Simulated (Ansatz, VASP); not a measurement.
Ba3B2: VASP beside Ansatz

```
Ba B
1.0
     5.69388    0.00000    0.00000
     0.00000    5.69388    0.00000
     0.00000    0.00000    5.69388
Ba B
3 2
Cartesian
  2.8469 0.0000 0.0000
  0.0000 2.8469 0.0000
  0.0000 0.0000 2.8469
  0.0000 0.0000 0.0000
  2.8469 2.8469 2.8469
```

Alike in both runs: functional PBE; k mesh 4 × 4 × 4; occupations gaussian, width 0.1 eV; no spin polarisation.

Ansatz relaxed the structure, and its values are those at the end. VASP's run is a single point on that final structure, the one shown.

```csv
,VASP,Ansatz
version,VASP 6.6.1,Ansatz 0.2.0
potentials or method,"VASP PAW PBE potentials, release 64 (Ba_sv, B), cutoff 520 eV","scalar-relativistic, plane waves, PAW"
valence electrons in the cell,36,36
```

|  | VASP | Ansatz | Ansatz less VASP |
| --- | --- | --- | --- |
| gap on the k mesh at the Fermi level (eV) | none | none | - |
| pressure (GPa) | 0.6 | 0.1 | -0.46 |

A gap of «none» marks a metal or a gap that the smearing closes.

Spin-orbit coupling is off throughout.
